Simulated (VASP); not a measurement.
# MnS (F-43m) in VASP: further runs

Aim: see how the results for MnS move with the level of theory and the settings. Levels: RPBE, revPBE, PBEsol+D3(BJ), PBE. Tasks: single point, relaxation of cell and atoms.

All numbers are computed with VASP 6.6.1; they aren't measurements. Logs are shortened: lines on timing, memory, paths and dates and some standing lists are left out, and cuts for length are marked.

## Step 1: The cell of the first run

It takes space group F-43m (No. 216, cubic). Conventional cell: a = 5.024 Å, b = 5.024 Å, c = 5.024 Å, α = 90.00°, β = 90.00°, γ = 90.00°. Within 2.9 Å of Mn (site symmetry -43m) lie 4 S at 2.18 Å. Within 2.9 Å of S (site symmetry -43m) lie 4 Mn at 2.18 Å.

## Step 2: Single point, RPBE, collinear spin, ferromagnetic start

File INCAR:

```
PREC     = Accurate       # precision mode
ENCUT    = 520            # plane-wave cutoff, eV
EDIFF    = 1E-6           # SCF threshold, eV
ISMEAR   = -1             # smearing method
SIGMA    = 0.05           # smearing width, eV
LREAL    = False          # projectors in reciprocal space
LASPH    = True           # aspherical terms in the spheres
NELM     = 150            # most SCF steps
ALGO     = Normal         # electronic algorithm
ISIF     = 2              # what is computed and relaxed
LWAVE    = False          # write WAVECAR
LCHARG   = True           # write CHGCAR
ISPIN    = 2              # spin polarisation
MAGMOM   = 4 0            # initial moments
LORBIT   = 11             # projections on sites
LMAXMIX  = 4              # l up to which the mixer works
GGA      = RP             # functional
LELF     = True           # ELF
LVHAR    = True         
NBANDS   = 20             # bands
```

File KPOINTS:

```
Automatic mesh
0
Gamma
  9 9 9
```

File POSCAR:

```
MnS
1.0
    0.0000000000      2.5121861598      2.5121861598
    2.5121861598      0.0000000000      2.5121861598
    2.5121861598      2.5121861598      0.0000000000
Mn S
1 1
Direct
    0.0000000000      0.0000000000      0.0000000000
    0.7500000000      0.7500000000      0.7500000000
```

Potentials or basis: VASP PAW PBE potentials, release 64 (Mn_pv, S).

On the command line:

```
$ cat potpaw_PBE.64/Mn_pv/POTCAR potpaw_PBE.64/S/POTCAR > POTCAR
$ mpirun -np 1 vasp_std > vasp.out
```

OUTCAR:

```text
PREC = Accurate
   ENCUT = 520
   EDIFF = 1E-6
   ISMEAR = -1
   LREAL = False
   LASPH = True
   NELM = 150
   ISIF = 2
   ISPIN = 2
   LORBIT = 11
   GGA = RP

 ion  position               nearest neighbor table
   1  0.000  0.000  0.000-   2 2.18   2 2.18   2 2.18   2 2.18
   2  0.750  0.750  0.750-   1 2.18   1 2.18   1 2.18   1 2.18

  LATTYP: Found a face centered cubic cell.
 ALAT       =     5.0243723196

  Lattice vectors:

 A1 = (   0.0000000000,   2.5121861598,   2.5121861598)
 A2 = (   2.5121861598,   0.0000000000,   2.5121861598)
 A3 = (   2.5121861598,   2.5121861598,   0.0000000000)

Analysis of symmetry for initial positions (statically):
=====================================================================
 Subroutine PRICEL returns:
 Original cell was already a primitive cell.

 Routine SETGRP: Setting up the symmetry group for a
 face centered cubic supercell.

 Subroutine GETGRP returns: Found 24 space group operations
 (whereof 24 operations were pure point group operations)
 out of a pool of 48 trial point group operations.

The static configuration has the point symmetry T_d .

Analysis of symmetry for dynamics (positions and initial velocities):
=====================================================================
 Subroutine PRICEL returns:
 Original cell was already a primitive cell.

 Routine SETGRP: Setting up the symmetry group for a
 face centered cubic supercell.

 Subroutine GETGRP returns: Found 24 space group operations
 (whereof 24 operations were pure point group operations)
 out of a pool of 48 trial point group operations.

The dynamic configuration has the point symmetry T_d .

Analysis of structural, dynamic, and magnetic symmetry:
=====================================================================
 Subroutine PRICEL returns:
 Original cell was already a primitive cell.

 Routine SETGRP: Setting up the symmetry group for a
 face centered cubic supercell.

 Subroutine GETGRP returns: Found 24 space group operations
 (whereof 24 operations were pure point group operations)
 out of a pool of 48 trial point group operations.

The overall configuration has the point symmetry T_d .

 Subroutine INISYM returns: Found 24 space group operations
 (whereof 24 operations are pure point group operations),
 and found     1 'primitive' translations

----------------------------------------------------------------------------------------

                                     Primitive cell

  volume of cell :      31.7092

  direct lattice vectors                    reciprocal lattice vectors
     0.000000000  2.512186160  2.512186160    -0.199029836  0.199029836  0.199029836
     2.512186160  0.000000000  2.512186160     0.199029836 -0.199029836  0.199029836
     2.512186160  2.512186160  0.000000000     0.199029836  0.199029836 -0.199029836

  length of vectors
     3.552767738  3.552767738  3.552767738     0.344729789  0.344729789  0.344729789

  position of ions in fractional coordinates (direct lattice)
     0.000000000  0.000000000  0.000000000
     0.750000000  0.750000000  0.750000000

  ion indices of the primitive-cell ions
   primitive index   ion index
                 1           1
                 2           2

----------------------------------------------------------------------------------------

 KPOINTS: Automatic mesh

Automatic generation of k-mesh.
 Grid dimensions read from file:
 generate k-points for:    9    9    9

 Generating k-lattice:

  Cartesian coordinates                     Fractional coordinates (reciprocal lattice)
    -0.022114426  0.022114426  0.022114426     0.111111111  0.000000000  0.000000000
     0.022114426 -0.022114426  0.022114426     0.000000000  0.111111111  0.000000000
     0.022114426  0.022114426 -0.022114426     0.000000000  0.000000000  0.111111111

  Length of vectors
     0.038303310  0.038303310  0.038303310

  Shift w.r.t. Gamma in fractional coordinates (k-lattice)
     0.000000000  0.000000000  0.000000000

 Subroutine IBZKPT returns following result:
 ===========================================

 Found     35 irreducible k-points:

 Following reciprocal coordinates:
            Coordinates               Weight
  0.000000  0.000000  0.000000      1.000000
  0.111111  0.000000  0.000000      8.000000
  0.222222  0.000000  0.000000      8.000000
  0.333333  0.000000  0.000000      8.000000
  0.444444  0.000000  0.000000      8.000000
  0.111111  0.111111  0.000000      6.000000
[... 16 lines left out ...]
 -0.333333  0.333333  0.000000     12.000000
  0.444444  0.444444  0.000000      6.000000
 [... further k-points ...]
   k-points           NKPTS =     35   k-points in BZ     NKDIM =     35   number of bands    NBANDS=     20
   number of dos      NEDOS =    301   number of ions     NIONS =      2
   total plane-waves  NPLWV =  21952
   dimension x,y,z NGX =    28 NGY =   28 NGZ =   28
   dimension x,y,z NGXF=    56 NGYF=   56 NGZF=   56
   ions per type =               1   1
   NGX,Y,Z   is equivalent  to a cutoff of  13.10, 13.10, 13.10 a.u.
   NGXF,Y,Z  is equivalent  to a cutoff of  26.20, 26.20, 26.20 a.u.
 SYSTEM =  unknown system
   PREC   = accura    normal or accurate (medium, high low for compatibility)
   ISTART =      0    job   : 0-new  1-cont  2-samecut
   ICHARG =      2    charge: 1-file 2-atom 10-const
   ISPIN  =      2    spin polarized calculation?
   LNONCOLLINEAR =      F non collinear calculations
   LSORBIT =      F    spin-orbit coupling
   LASPH  =      T    aspherical Exc in radial PAW
   ENCUT  =  520.0 eV  38.22 Ry    6.18 a.u.   6.61  6.61  6.61*2*pi/ulx,y,z
   NELM   =    150;   NELMIN=  2; NELMDL= -5     # of ELM steps
   EDIFF  = 0.1E-05   stopping-criterion for ELM
   LREAL  =      F    real-space projection
   EDIFFG = 0.1E-04   stopping-criterion for IOM
   NSW    =      0    number of steps for IOM
   IBRION =     -1    ionic relax: 0-MD 1-quasi-New 2-CG
   NFREE  =      0    steps in history (QN), initial steepest desc. (CG)
   ISIF   =      2    stress and relaxation
   ISYM   =      2    0-nonsym 1-usesym 2-fastsym
   POTIM  = 0.5000    time-step for ionic-motion
   TEBEG  =    0.0;   TEEND  =   0.0 temperature during run
   PSTRESS=    0.0 pullay stress
   NELECT =      19.0000    total number of electrons
   NUPDOWN=      -1.0000    fix difference up-down
   EMIN   =  10.00;   EMAX   =-10.00  energy-range for DOS
   EFERMI =   0.00;   METHOD = LEGACY
   ISMEAR =    -1;   SIGMA  =   0.05  broadening in eV -4-tet -1-fermi 0-gaus
   EFERMI_NEDOS =   21; number of points for ismear=-14 and -15
   IALGO  =     38    algorithm
   IMIX   =      4    mixing-type and parameters
     AMIX     =   0.40;   BMIX     =  1.00
     AMIX_MAG =   1.60;   BMIX_MAG =  1.00
  volume/ion in A,a.u.               =      15.85       106.99
  Fermi-wavevector in a.u.,A,eV,Ry     =   1.380165  2.608133 25.917116  1.904854
  Thomas-Fermi vector in A             =   2.505067
   LORBIT       =     11    0 simple, 1 ext, 2 COOP (PROOUT), +10 PAW based schemes
   GGA     = RP    functional components
   LHFCALC =     F    Hartree Fock is set to
   AEXX    =    0.0000 exact exchange contribution
   IVDW    =     0    specifies the selected vdW correction
   LEPSILON=     F    determine dielectric tensor
   LRPA    =     F    only Hartree local field effects (RPA)
 spin polarized calculation
  energy-cutoff  :      520.00
  volume of cell :       31.71
 maximum number of plane-waves:       881
   NGX = 13   NGY = 13   NGZ = 13

 number of electron      19.0000008 magnetization       2.0985175

 Free energy of the ion-electron system (eV)
  ---------------------------------------------------
  ext. energy  EPLUGINS =         0.00000000
  ---------------------------------------------------
  free energy    TOTEN  =       -12.71937214 eV

  energy without entropy =      -12.69663479  energy(sigma->0) =      -12.70800347

 E-fermi :   7.4037     XC(G=0): -10.8709

 val. band max:        7.3971395672   @ k =  -0.2222   0.2222   0.0000
 cond. band min:       7.4052332945   @ k =  -0.2222   0.1111   0.0000
 fundamental gap:      0.0080937274
 Fermi energy:         7.4036521156

 spin component 1

 k-point     1 :       0.0000    0.0000    0.0000
  band No.  band energies     occupation
      1     -41.8297      1.00000
      2     -41.8297      1.00000
      3     -41.8297      1.00000
      4      -8.0190      1.00000
      5       2.1680      1.00000
      6       2.1680      1.00000
[... 12 lines left out ...]
     19      22.5082      0.00000
     20      22.8138      0.00000

 k-point     2 :       0.1111    0.0000    0.0000
  band No.  band energies     occupation
      1     -41.8319      1.00000
      2     -41.8301      1.00000
      3     -41.8301      1.00000
      4      -7.8990      1.00000
      5       1.9625      1.00000
      6       2.2105      1.00000
[... 498 lines left out ...]
 k-point    24 :       0.4444    0.4444    0.0000
  band No.  band energies     occupation
      1     -41.8479      1.00000
      2     -41.8366      1.00000
      3     -41.8366      1.00000
      4      -6.4891      1.00000
      5       0.4515      1.00000
      6       2.8784      1.00000
[... 12 lines left out ...]
     19      23.6276      0.00000
     20      23.6276      0.00000

 [... further k-points ...]

 spin component 2

 k-point     1 :       0.0000    0.0000    0.0000
  band No.  band energies     occupation
      1     -39.6748      1.00000
      2     -39.6748      1.00000
      3     -39.6748      1.00000
      4      -7.9827      1.00000
      5       2.7788      1.00000
      6       2.7788      1.00000
[... 12 lines left out ...]
     19      22.6166      0.00000
     20      23.1149      0.00000

 k-point     2 :       0.1111    0.0000    0.0000
  band No.  band energies     occupation
      1     -39.6774      1.00000
      2     -39.6752      1.00000
      3     -39.6752      1.00000
      4      -7.8651      1.00000
      5       2.5063      1.00000
      6       2.8144      1.00000
[... 498 lines left out ...]
 k-point    24 :       0.4444    0.4444    0.0000
  band No.  band energies     occupation
      1     -39.6963      1.00000
      2     -39.6828      1.00000
      3     -39.6828      1.00000
      4      -6.4874      1.00000
      5       0.7794      1.00000
      6       3.1694      1.00000
[... 12 lines left out ...]
     19      23.8774      0.00000
     20      23.8774      0.00000

 [... further k-points ...]
[... 5 lines left out ...]
  --------------------------------------------------------------------------------------
  -------------------------------------------------------------------------------------
  Total        1.9377710      1.9377710      1.9377710     -0.0000000     -0.0000000      0.0000000
  in kB       97.9101180     97.9101180     97.9101180     -0.0000000     -0.0000000      0.0000000
  external PRESSURE =      97.9101180 kB  Pullay stress =       0.0000000 kB

 VOLUME and BASIS-vectors are now :
 -----------------------------------------------------------------------------
  energy-cutoff  :      520.00
  volume of cell :       31.71
      direct lattice vectors                 reciprocal lattice vectors
     0.000000000  2.512186160  2.512186160    -0.199029836  0.199029836  0.199029836
     2.512186160  0.000000000  2.512186160     0.199029836 -0.199029836  0.199029836
     2.512186160  2.512186160  0.000000000     0.199029836  0.199029836 -0.199029836

 POSITION                                       TOTAL-FORCE (eV/Angst)
 -----------------------------------------------------------------------------------
      0.00000      0.00000      0.00000        -0.000000     -0.000000      0.000000
      3.76828      3.76828      3.76828         0.000000      0.000000     -0.000000
 -----------------------------------------------------------------------------------
    total drift:                               -0.000002     -0.000002     -0.000002

  FREE ENERGIE OF THE ION-ELECTRON SYSTEM (eV)
  ---------------------------------------------------
  free  energy   TOTEN  =       -12.7193721398 eV

  energy  without entropy=      -12.6966347919  energy(sigma->0) =      -12.70800347

 total charge

# of ion       s       p       d       tot
------------------------------------------
    1        0.336   6.310   5.243  11.889
    2        1.328   2.447   0.000   3.775
--------------------------------------------------
tot          1.664   8.757   5.243  15.664

 magnetization (x)

# of ion       s       p       d       tot
------------------------------------------
    1        0.032   0.033   1.982   2.047
    2       -0.001  -0.066   0.000  -0.066
--------------------------------------------------
tot          0.031  -0.033   1.982   1.981
```

Wall time 6.8 min (1 thread of AMD EPYC 7R13, shared host); peak memory 0.17 GiB.

Results:

| Quantity | Value |
| --- | --- |
| Free energy | -12.7194 eV |
| Pressure | 9.8 GPa |
| Net moment | 2.10 μB per cell |
| Site moments | Mn +2.05; S -0.07 μB |
| Valence electrons inside the program's atomic spheres | Mn 11.89; S 3.77 |

Levels at points of the mesh, in eV from the Fermi level:
Spin up:
```
           k point  band 6  band 7  band 8  band 9  band 10  band 11  band 12  band 13  band 14  band 15
(0.00, 0.00, 0.00)   -5.24   -5.24   -2.10   -2.10     2.53     2.53     2.53     3.16     7.18     7.18
```
Spin down:
```csv
k point,band 4,band 5,band 6,band 7,band 8,band 9,band 10,band 11,band 12,band 13
"(0.00, 0.00, 0.00)",-15.39,-4.62,-4.62,-4.62,-0.06,-0.06,3.35,3.68,3.68,3.68
```

Caveat: the PAW data sets were made with another functional, which shifts forces and pressure a little; a cell with one magnetic atom can't hold antiferromagnetic order, which such compounds often take; semilocal functionals often make such compounds metallic where correlation or magnetic order opens a gap, which also shifts bond lengths. With open d or f shells a metallic result of RPBE can be an artefact of self-interaction; +U or a hybrid may open a gap.

## Step 3: Relaxation of cell and atoms, revPBE, collinear spin, ferromagnetic start

This run uses another cell than the first one, of 15.13 Å³/atom, 0.954 times its volume.

File INCAR:

```
SYSTEM = MnS
PREC = Accurate
ENCUT = 600
EDIFF = 1E-6
ISMEAR = -1
SIGMA = 0.05
LREAL = .False.
LASPH = .True.
NELM = 150
ALGO = Normal
ISIF = 3
LWAVE = .False.
LCHARG = .False.
ISPIN = 2
MAGMOM = 4 0
LORBIT = 11
LMAXMIX = 4
GGA = RE
IBRION = 2
NSW = 60
EDIFFG = -0.01
```

File KPOINTS:

```
Automatic mesh
0
Gamma
  9 9 9
  0 0 0
```

File POSCAR:

```
MnS
1.0
    0.0000000000      2.4734634191      2.4734634191
    2.4734634191      0.0000000000      2.4734634191
    2.4734634191      2.4734634191      0.0000000000
Mn S
1 1
Direct
    0.0000000000      0.0000000000      0.0000000000
    0.7500000000      0.7500000000      0.7500000000
```

Potentials or basis: VASP PAW PBE potentials, release 64 (Mn_pv, S).

On the command line:

```
$ cat potpaw_PBE.64/Mn_pv/POTCAR potpaw_PBE.64/S/POTCAR > POTCAR
$ mpirun -np 1 vasp_std > vasp.out
```

Run time: 2.8 min. Hardware: 1 thread of AMD EPYC 7R13, shared host; peak memory 0.16 GiB.

The run converged. Its results:

```yaml
Free_energy: -12.9413 eV
Relaxed_volume: 15.74 Å³/atom
Relaxed_cell: a = 3.544 Å, b = 3.544 Å, c = 3.544 Å, α = 60.00°, β = 60.00°, γ = 60.00°
Space_group_after_relaxing_to_0.05_Å: F-43m (No. 216)
Energy_gained_by_relaxing: 9.8 meV/atom
Ionic_steps: 3
Pressure_after_relaxing: 0.0 GPa
Net_moment: 0.24 μB per cell
Site_moments: Mn +0.24; S -0.01 μB
Valence_electrons_inside_the_program's_atomic_spheres: Mn 11.94; S 3.74
```

Step by step:
```csv
step,energy change (eV),largest force (eV/Å),pressure (GPa),volume (Å³)
1,0.0000,0.0000,5.29,30.27
2,-0.0073,0.0000,-3.69,32.51
3,-0.0195,0.0000,-0.04,31.49
```

Final structure:
```yaml
crystal:
  lattice:
    - [0.00000, 2.50631, 2.50631]
    - [2.50631, 0.00000, 2.50631]
    - [2.50631, 2.50631, 0.00000]
  atoms:
    - { symbol: Mn, position: [0.00000, 0.00000, 0.00000] }
    - { symbol: S, position: [0.75000, 0.75000, 0.75000] }
```

Levels at points of the mesh, in eV from the Fermi level:
Spin up:
```csv
k point,band 7,band 8,band 9,band 10,band 11,band 12,band 13,band 14
"(0.00, 0.00, 0.00)",-4.61,-0.89,-0.89,3.42,3.42,3.42,3.58,7.75
```
Spin down:
```csv
k point,band 6,band 7,band 8,band 9,band 10,band 11,band 12,band 13
"(0.00, 0.00, 0.00)",-4.56,-4.56,-0.59,-0.59,3.50,3.50,3.50,3.62
```

Caveat: the PAW data sets were made with another functional, which shifts forces and pressure a little; the moment fell far below its start of 4 μB, so a state of higher moment may lie lower in energy; semilocal functionals often make such compounds metallic where correlation or magnetic order opens a gap, which also shifts bond lengths.

## Step 4: Relaxation of cell and atoms, PBEsol+D3(BJ), collinear spin, ferromagnetic start

This run uses another cell than the first one, of 15.13 Å³/atom, 0.954 times its volume.

INCAR, as its differences from that of step 3:

```diff
@@ -17,3 +17,4 @@
 LMAXMIX = 4
-GGA = RE
+GGA = PS
+IVDW = 12
 IBRION = 2
```

KPOINTS is that of step 3.

POSCAR is that of step 3.

On the command line:

```
$ cat potpaw_PBE.64/Mn_pv/POTCAR potpaw_PBE.64/S/POTCAR > POTCAR
$ mpirun -np 1 vasp_std > vasp.out
```

It took 2.9 min on 1 thread of AMD EPYC 7R13, shared host; peak memory 0.18 GiB.

Results (log left out):

| Item | Value |
| --- | --- |
| Free energy | -15.6415 eV |
| Relaxed volume | 14.40 Å³/atom |
| Relaxed cell | a = 3.440 Å, b = 3.440 Å, c = 3.440 Å, α = 60.00°, β = 60.00°, γ = 60.00° |
| Space group after relaxing (to 0.05 Å) | F-43m (No. 216) |
| Energy gained by relaxing | 17.4 meV/atom |
| Ionic steps | 3 |
| Pressure after relaxing | -0.1 GPa |
| Net moment | 0.00 μB per cell |
| Valence electrons inside the program's atomic spheres | Mn 12.15; S 3.74 |
| Dispersion energy per atom | -0.438 eV |

Step by step:
| step | energy change (eV) | largest force (eV/Å) | pressure (GPa) | volume (Å³) |
| --- | --- | --- | --- | --- |
| 1 | 0.0000 | 0.0000 | -7.18 | 30.27 |
| 2 | 0.0021 | 0.0000 | 8.94 | 27.39 |
| 3 | -0.0347 | 0.0000 | -0.06 | 28.79 |

Final structure:
```yaml
crystal:
  lattice:
    - [0.00000, 2.43271, 2.43271]
    - [2.43271, 0.00000, 2.43271]
    - [2.43271, 2.43271, 0.00000]
  atoms:
    - { symbol: Mn, position: [0.00000, 0.00000, 0.00000] }
    - { symbol: S, position: [0.75000, 0.75000, 0.75000] }
```

Levels at points of the mesh, in eV from the Fermi level:
Spin up:
```tsv
k point	band 5	band 6	band 7	band 8	band 9	band 10	band 11	band 12	band 13	band 14
(0.00, 0.00, 0.00)	-4.85	-4.85	-4.85	-0.79	-0.79	4.02	4.02	4.02	4.03	8.11
```
Spin down:
| k point | band 7 | band 8 | band 9 | band 10 | band 11 | band 12 |
| --- | --- | --- | --- | --- | --- | --- |
| (0.00, 0.00, 0.00) | -4.85 | -0.78 | -0.78 | 4.02 | 4.02 | 4.02 |

Caveat: the starting moments collapsed, and a magnetic state may lie lower; the PAW data sets were made with another functional, which shifts forces and pressure a little; semilocal functionals often make such compounds metallic where correlation or magnetic order opens a gap, which also shifts bond lengths; pairwise dispersion overbinds metals, which lowers pressure and volume. With open d or f shells a metallic result of PBEsol can be an artefact of self-interaction; +U or a hybrid may open a gap.

[end of part 1 of 2]
